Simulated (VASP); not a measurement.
Here is a VASP 6.6.1 calculation.

Contents of INCAR:

```
  ALGO = Normal
  EDIFF = 1E-7
  ENCUT = 520
  GGA = PE
  ISIF = 2
  ISMEAR = 0
  LASPH = T
  LCHARG = F
  LREAL = F
  LWAVE = F
  NBANDS = 12
  NELM = 100
  PREC = Accurate
  SIGMA = 0.1
```

KPOINTS

```
k-points
0
Gamma
  24 24 20
```

POSCAR

```
SiN
1.0
    2.7459707339      0.0000000000      0.0000000000
   -1.3729853670      2.3780804136      0.0000000000
    0.0000000000      0.0000000000      2.6787814410
Si N
1 1
Direct
    0.0000000000      0.0000000000      0.0000000000
    0.6666666667      0.3333333333      0.5000000000
```

Potentials or basis: VASP PAW PBE potentials, release 64 (Si, N).

Run with:

```console
$ cat potpaw_PBE.64/Si/POTCAR potpaw_PBE.64/N/POTCAR > POTCAR
$ mpirun -np 1 vasp_std > vasp.out
```

Q: Predict the pressure.

A: 0.0 GPa.
